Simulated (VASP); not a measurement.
# Sc2Al (P6_3/mmc) in VASP: single point with r2SCAN

Aim: the single point of Sc2Al with r2SCAN.

Program: VASP 6.6.1. These are calculated values, not measurements. Logs are shortened: lines on timing, memory, paths and dates and some standing lists are left out, and cuts for length are marked.

### 1 The cell of the first run

Symmetry: P6_3/mmc, No. 194, hexagonal system. The conventional cell has a = 4.899 Å, b = 4.899 Å, c = 6.160 Å, α = 90.00°, β = 90.00°, γ = 120.00°. Within 4.1 Å of Sc (site symmetry -3m) lie 8 Sc at 3.08 to 3.22 Å and 6 Al at 3.22 Å. Sc (site symmetry -6m2) has 5 Al at 2.83 to 3.08 Å and 6 Sc at 3.22 Å within 3.7 Å. Within 3.7 Å of Al (site symmetry -6m2) lie 11 Sc at 2.83 to 3.22 Å.

### 2 Single point, r2SCAN

POSCAR reads:

```
Sc2Al
1.0
    4.8986562717      0.0000000000      0.0000000000
   -2.4493281358      4.2423607757      0.0000000000
    0.0000000000      0.0000000000      6.1597575432
Sc Al
4 2
Direct
    0.0000000000      0.0000000000      0.0000000000
    0.0000000000      0.0000000000      0.5000000000
    0.3333333333      0.6666666667      0.7500000000
    0.6666666667      0.3333333333      0.2500000000
    0.3333333333      0.6666666667      0.2500000000
    0.6666666667      0.3333333333      0.7500000000
```

INCAR.step1 reads:

```
PREC     = Accurate       # precision mode
ENCUT    = 520            # plane-wave cutoff, eV
ISMEAR   = 0              # smearing method
SIGMA    = 0.1            # smearing width, eV
LREAL    = F              # projectors in reciprocal space
LASPH    = T              # aspherical terms in the spheres
NELM     = 80             # most SCF steps
NBANDS   = 34             # bands
GGA      = PE             # functional
ALGO     = Normal         # electronic algorithm
EDIFF    = 1E-4           # SCF threshold, eV
LWAVE    = T              # write WAVECAR
LCHARG   = F              # write CHGCAR
```

INCAR.step2 reads:

```
PREC     = Accurate       # precision mode
ENCUT    = 520            # plane-wave cutoff, eV
EDIFF    = 1E-6           # SCF threshold, eV
ISMEAR   = 0              # smearing method
SIGMA    = 0.1            # smearing width, eV
LREAL    = F              # projectors in reciprocal space
LASPH    = T              # aspherical terms in the spheres
NELM     = 80             # most SCF steps
ALGO     = Normal         # electronic algorithm
ISIF     = 2              # what is computed and relaxed
LWAVE    = F              # write WAVECAR
LCHARG   = F              # write CHGCAR
METAGGA  = R2SCAN         # meta-GGA
LMIXTAU  = T            
NBANDS   = 34             # bands
ISTART   = 1
```

KPOINTS reads:

```
Automatic mesh
0
Gamma
  12 12 6
```

Potentials or basis: VASP PAW PBE potentials, release 64 (Sc_sv, Al).

Launch:

```console
> cat potpaw_PBE.64/Sc_sv/POTCAR potpaw_PBE.64/Al/POTCAR > POTCAR
> cp INCAR.step1 INCAR
> mpirun -np 1 vasp_std > vasp.out
> cp INCAR.step2 INCAR
> mpirun -np 1 vasp_std > vasp.out
```

OUTCAR:

```text
PREC = Accurate
   ENCUT = 520
   EDIFF = 1E-6
   ISMEAR = 0
   LREAL = F
   LASPH = T
   NELM = 80
   ISIF = 2
   METAGGA = R2SCAN
   ISTART = 1

 ion  position               nearest neighbor table
   1  0.000  0.000  0.000-   2 3.08   2 3.08   4 3.22   5 3.22   6 3.22   3 3.22   3 3.22   5 3.22
                             4 3.22   6 3.22   4 3.22   6 3.22   3 3.22   5 3.22
   2  0.000  0.000  0.500-   1 3.08   1 3.08   4 3.22   5 3.22   6 3.22   3 3.22   3 3.22   5 3.22
                             4 3.22   6 3.22   4 3.22   6 3.22   3 3.22   5 3.22
   3  0.333  0.667  0.750-   6 2.83   6 2.83   6 2.83   5 3.08   5 3.08   1 3.22   2 3.22   2 3.22
                             1 3.22   2 3.22   1 3.22
   4  0.667  0.333  0.250-   5 2.83   5 2.83   5 2.83   6 3.08   6 3.08   1 3.22   2 3.22   1 3.22
                             2 3.22   1 3.22   2 3.22
   5  0.333  0.667  0.250-   4 2.83   4 2.83   4 2.83   3 3.08   3 3.08   1 3.22   2 3.22   2 3.22
                             1 3.22   2 3.22   1 3.22
   6  0.667  0.333  0.750-   3 2.83   3 2.83   3 2.83   4 3.08   4 3.08   1 3.22   2 3.22   1 3.22
                             2 3.22   1 3.22   2 3.22

  LATTYP: Found a hexagonal cell.
 ALAT       =     4.8986562717
 C/A-ratio  =     1.2574382038

  Lattice vectors:

 A1 = (   4.8986562717,   0.0000000000,   0.0000000000)
 A2 = (  -2.4493281358,   4.2423607757,   0.0000000000)
 A3 = (   0.0000000000,   0.0000000000,   6.1597575432)

Analysis of symmetry for initial positions (statically):
=====================================================================
 Subroutine PRICEL returns:
 Original cell was already a primitive cell.

 Routine SETGRP: Setting up the symmetry group for a
 hexagonal supercell.

 Subroutine GETGRP returns: Found 24 space group operations
 (whereof 12 operations were pure point group operations)
 out of a pool of 24 trial point group operations.

The static configuration has the point symmetry D_3d.
 The point group associated with its full space group is D_6h.

Analysis of symmetry for dynamics (positions and initial velocities):
=====================================================================
 Subroutine PRICEL returns:
 Original cell was already a primitive cell.

 Routine SETGRP: Setting up the symmetry group for a
 hexagonal supercell.

 Subroutine GETGRP returns: Found 24 space group operations
 (whereof 12 operations were pure point group operations)
 out of a pool of 24 trial point group operations.

The dynamic configuration has the point symmetry D_3d.
 The point group associated with its full space group is D_6h.

 Subroutine INISYM returns: Found 24 space group operations
 (whereof 12 operations are pure point group operations),
 and found     1 'primitive' translations

----------------------------------------------------------------------------------------

                                     Primitive cell

  volume of cell :     128.0113

  direct lattice vectors                    reciprocal lattice vectors
     4.898656272  0.000000000  0.000000000     0.204137613  0.117858906  0.000000000
    -2.449328136  4.242360776  0.000000000     0.000000000  0.235717812  0.000000000
     0.000000000  0.000000000  6.159757543     0.000000000  0.000000000  0.162344052

  length of vectors
     4.898656272  4.898656272  6.159757543     0.235717812  0.235717812  0.162344052

  position of ions in fractional coordinates (direct lattice)
     0.000000000  0.000000000  0.000000000
     0.000000000  0.000000000  0.500000000
     0.333333333  0.666666667  0.750000000
     0.666666667  0.333333333  0.250000000
     0.333333333  0.666666667  0.250000000
     0.666666667  0.333333333  0.750000000

  ion indices of the primitive-cell ions
   primitive index   ion index
                 1           1
                 2           2
                 3           3
                 4           4
                 5           5
                 6           6

----------------------------------------------------------------------------------------

 KPOINTS: Automatic mesh

Automatic generation of k-mesh.
 Grid dimensions read from file:
 generate k-points for:   12   12    6

 Generating k-lattice:

  Cartesian coordinates                     Fractional coordinates (reciprocal lattice)
     0.017011468  0.009821576  0.000000000     0.083333333  0.000000000  0.000000000
     0.000000000  0.019643151  0.000000000     0.000000000  0.083333333  0.000000000
     0.000000000  0.000000000  0.027057342     0.000000000  0.000000000  0.166666667

  Length of vectors
     0.019643151  0.019643151  0.027057342

  Shift w.r.t. Gamma in fractional coordinates (k-lattice)
     0.000000000  0.000000000  0.000000000

 Subroutine IBZKPT returns following result:
 ===========================================

 Found     76 irreducible k-points:

 Following reciprocal coordinates:
            Coordinates               Weight
  0.000000  0.000000  0.000000      1.000000
  0.083333  0.000000  0.000000      6.000000
  0.166667 -0.000000  0.000000      6.000000
  0.250000  0.000000  0.000000      6.000000
  0.333333 -0.000000  0.000000      6.000000
  0.416667  0.000000  0.000000      6.000000
[... 16 lines left out ...]
  0.250000  0.000000  0.166667     12.000000
  0.333333 -0.000000  0.166667     12.000000
 [... further k-points ...]
   k-points           NKPTS =     76   k-points in BZ     NKDIM =     76   number of bands    NBANDS=     34
   number of dos      NEDOS =    301   number of ions     NIONS =      6
   total plane-waves  NPLWV =  62208
   dimension x,y,z NGX =    36 NGY =   36 NGZ =   48
   dimension x,y,z NGXF=    72 NGYF=   72 NGZF=   96
   ions per type =               4   2
   NGX,Y,Z   is equivalent  to a cutoff of  12.22, 12.22, 12.95 a.u.
   NGXF,Y,Z  is equivalent  to a cutoff of  24.43, 24.43, 25.91 a.u.
 SYSTEM =  unknown system
   PREC   = accura    normal or accurate (medium, high low for compatibility)
   ISTART =      1    job   : 0-new  1-cont  2-samecut
   ICHARG =      0    charge: 1-file 2-atom 10-const
   ISPIN  =      1    spin polarized calculation?
   LNONCOLLINEAR =      F non collinear calculations
   LSORBIT =      F    spin-orbit coupling
   LASPH  =      T    aspherical Exc in radial PAW
   ENCUT  =  520.0 eV  38.22 Ry    6.18 a.u.   9.11  9.11 11.45*2*pi/ulx,y,z
   NELM   =     80;   NELMIN=  2; NELMDL=  0     # of ELM steps
   EDIFF  = 0.1E-05   stopping-criterion for ELM
   LREAL  =      F    real-space projection
   EDIFFG = 0.1E-04   stopping-criterion for IOM
   NSW    =      0    number of steps for IOM
   IBRION =     -1    ionic relax: 0-MD 1-quasi-New 2-CG
   NFREE  =      0    steps in history (QN), initial steepest desc. (CG)
   ISIF   =      2    stress and relaxation
   ISYM   =      2    0-nonsym 1-usesym 2-fastsym
   POTIM  = 0.5000    time-step for ionic-motion
   TEBEG  =    0.0;   TEEND  =   0.0 temperature during run
   PSTRESS=    0.0 pullay stress
   NELECT =      50.0000    total number of electrons
   NUPDOWN=      -1.0000    fix difference up-down
   EMIN   =  10.00;   EMAX   =-10.00  energy-range for DOS
   EFERMI =   0.00;   METHOD = LEGACY
   ISMEAR =     0;   SIGMA  =   0.10  broadening in eV -4-tet -1-fermi 0-gaus
   EFERMI_NEDOS =   21; number of points for ismear=-14 and -15
   IALGO  =     38    algorithm
   IMIX   =      4    mixing-type and parameters
     AMIX     =   0.40;   BMIX     =  1.00
     AMIX_MAG =   1.60;   BMIX_MAG =  1.00
  volume/ion in A,a.u.               =      21.34       143.98
  Fermi-wavevector in a.u.,A,eV,Ry     =   1.196691  2.261418 19.484494  1.432070
  Thomas-Fermi vector in A             =   2.332625
   LORBIT       =      0    0 simple, 1 ext, 2 COOP (PROOUT), +10 PAW based schemes
   METAGGA = R2SCAN    functional components
   LHFCALC =     F    Hartree Fock is set to
   AEXX    =    0.0000 exact exchange contribution
   IVDW    =     0    specifies the selected vdW correction
   LEPSILON=     F    determine dielectric tensor
   LRPA    =     F    only Hartree local field effects (RPA)
 non-spin polarized calculation
 Gauss-broadening in eV      SIGMA  =   0.10
  energy-cutoff  :      520.00
  volume of cell :      128.01
 maximum number of plane-waves:      3471
   NGX = 19   NGY = 19   NGZ = 23

 number of electron      50.0000003 magnetization

 Free energy of the ion-electron system (eV)
  ---------------------------------------------------
  ext. energy  EPLUGINS =         0.00000000
  ---------------------------------------------------
  free energy    TOTEN  =       -61.26562792 eV

  energy without entropy =      -61.23062201  energy(sigma->0) =      -61.24812496

 E-fermi :   4.9229     XC(G=0): -10.7733

 val. band max:        4.9135777937   @ k =   0.0833   0.0000   0.1667
 cond. band min:       4.9235671825   @ k =   0.3333   0.0833   0.0000
 fundamental gap:      0.0099893888
 Fermi energy:         4.9228966085

 k-point     1 :       0.0000    0.0000    0.0000
  band No.  band energies     occupation
      1     -46.7753      2.00000
      2     -46.7164      2.00000
      3     -46.7113      2.00000
      4     -46.6956      2.00000
      5     -24.5657      2.00000
      6     -24.5383      2.00000
[... 26 lines left out ...]
     33       7.8757      0.00000
     34       7.8784      0.00000

 k-point     2 :       0.0833    0.0000    0.0000
  band No.  band energies     occupation
      1     -46.7743      2.00000
      2     -46.7164      2.00000
      3     -46.7113      2.00000
      4     -46.6966      2.00000
      5     -24.5721      2.00000
      6     -24.5411      2.00000
[... 26 lines left out ...]
     33       7.7833      0.00000
     34       7.8990      0.00000
[... 775 lines left out ...]
     33       7.2106      0.00000
     34       7.5237      0.00000

 k-point    24 :       0.3333   -0.0000    0.1667
  band No.  band energies     occupation
      1     -46.7593      2.00000
      2     -46.7211      2.00000
      3     -46.7099      2.00000
      4     -46.7081      2.00000
      5     -24.6020      2.00000
      6     -24.5595      2.00000
[... 26 lines left out ...]
     33       7.0434      0.00000
     34       7.4604      0.00000

 [... further k-points ...]

------------------------ aborting loop because EDIFF is reached ----------------------------------------

  FORCE on cell =-STRESS in cart. coord.  units (eV):
  Direction    XX          YY          ZZ          XY          YZ          ZX
  --------------------------------------------------------------------------------------
  -------------------------------------------------------------------------------------
  Total       -0.1795496     -0.1795496      0.1012403     -0.0000000      0.0000000      0.0000000
  in kB       -2.2472269     -2.2472269      1.2671139     -0.0000000      0.0000000      0.0000000
  external PRESSURE =      -1.0757800 kB  Pullay stress =       0.0000000 kB

 VOLUME and BASIS-vectors are now :
 -----------------------------------------------------------------------------
  energy-cutoff  :      520.00
  volume of cell :      128.01
      direct lattice vectors                 reciprocal lattice vectors
     4.898656272  0.000000000  0.000000000     0.204137613  0.117858906  0.000000000
    -2.449328136  4.242360776  0.000000000     0.000000000  0.235717812  0.000000000
     0.000000000  0.000000000  6.159757543     0.000000000  0.000000000  0.162344052

 POSITION                                       TOTAL-FORCE (eV/Angst)
 -----------------------------------------------------------------------------------
      0.00000      0.00000      0.00000        -0.000000      0.000000      0.000000
      0.00000      0.00000      3.07988        -0.000000      0.000000      0.000000
     -0.00000      2.82824      4.61982         0.000000     -0.000000      0.000000
      2.44933      1.41412      1.53994        -0.000000      0.000000     -0.000000
     -0.00000      2.82824      1.53994        -0.000000     -0.000000      0.000000
      2.44933      1.41412      4.61982         0.000000      0.000000      0.000000
 -----------------------------------------------------------------------------------
    total drift:                               -0.000000      0.000000     -0.000000

  FREE ENERGIE OF THE ION-ELECTRON SYSTEM (eV)
  ---------------------------------------------------
  free  energy   TOTEN  =       -61.2656279151 eV

  energy  without entropy=      -61.2306220063  energy(sigma->0) =      -61.24812496
```

Run time: 12 min. Hardware: 1 thread of Intel Xeon Platinum 8488C (Sapphire Rapids), shared host; peak memory 0.42 GiB.

Results:

```
Free energy            : -61.2656 eV
Pressure               : -0.1 GPa
Band gap on the k mesh : zero (bands 25 and 26 overlap by 0.73 eV)
```

Caveat: the PAW data sets were made with another functional, which shifts forces and pressure a little.
